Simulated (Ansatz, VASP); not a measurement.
**Two plane-wave programs on Ir**

```
Ir
1.0
     0.00000    1.90609    1.90609
     1.90609    0.00000    1.90609
     1.90609    1.90609    0.00000
Ir
1
Direct
  0.00000 0.00000 0.00000
```

Alike in both runs: task single point; functional LDA; k mesh 20 × 20 × 20; occupations fermi-dirac, width 0.1 eV; no spin polarisation.

```csv
,VASP,Ansatz
version,VASP 6.6.1,Ansatz 0.2.0
potentials or method,"VASP PAW LDA potentials, release 64 (Ir_sv_GW), cutoff 560 eV","plane waves (420 eV) with PAW, scalar-relativistic"
valence electrons in the cell,17,17
```

|  | VASP | Ansatz | Ansatz less VASP |
| --- | --- | --- | --- |
| pressure (GPa) | -0.6 | -0.2 | +0.36 |

Ansatz warns that its potentials were made for another functional, while VASP's fit it. LDA's correlation is that of Perdew and Zunger in VASP and of Perdew and Wang (1992) in Ansatz.

Spin-orbit coupling is off throughout.
